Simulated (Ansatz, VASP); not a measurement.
**WS2: VASP beside Ansatz**

```
CELL_PARAMETERS angstrom
3.15972 0.00000 0.00000
-1.57986 2.73639 0.00000
0.00000 0.00000 16.93947
ATOMIC_POSITIONS crystal
W 0.33333 0.66667 0.00000
S 0.66667 0.33333 0.90696
S 0.66667 0.33333 0.09304
```

Alike in both runs: task single point; functional PBE; dispersion D3(BJ); k mesh 12 × 12 × 2; occupations gaussian, width 0.02 eV; no spin polarisation.

|  | VASP | Ansatz |
| --- | --- | --- |
| version | VASP 6.6.1 | Ansatz 0.2.0 |
| potentials or method | VASP PAW PBE potentials, release 64 (W_sv, S), cutoff 520 eV | scalar-relativistic, plane waves, PAW |
| valence electrons in the cell | 26 | 26 |

```tsv
	VASP	Ansatz	Ansatz less VASP
gap on the k mesh at the Fermi level (eV)	1.92	1.92	-0.004
least direct gap on the mesh (eV)	1.92	1.92	-0.004
```

Spin-orbit coupling is off throughout.
